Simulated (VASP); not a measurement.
Runs of VASP 6.6.1 on TiAl. The structure is that of space group P4/mmm (No. 123), or close to it. The cells are those of the table. 

| cell | gap on the mesh (eV) | pressure (GPa) |
| --- | --- | --- |
| a = 2.832, b = 2.832, c = 4.005 Å, 2 atoms | none | 0.1 |
| a = 2.992, b = 2.992, c = 3.590 Å, 2 atoms | none | (a) |
| a = 3.569, b = 3.569, c = 2.523 Å, 2 atoms | none | 4.3 |
| a = 3.356, b = 3.356, c = 2.853 Å, 2 atoms | none | 0.5 |

Alike in all rows: task single point; level r2SCAN; potentials or basis VASP PAW PBE potentials, release 64 (Ti_sv, Al); no spin polarisation; k mesh 16 × 16 × 16; cutoff (eV) 520; smearing gaussian 0.15 eV.

**Question.** Estimate the missing entries.

**Answer.** (a) -0.3.

Caveats: the PAW data sets were made with another functional, which shifts forces and pressure a little; the cell stands under pressure (at least some runs).

A gap of «none» marks levels without a gap at the run's occupations.
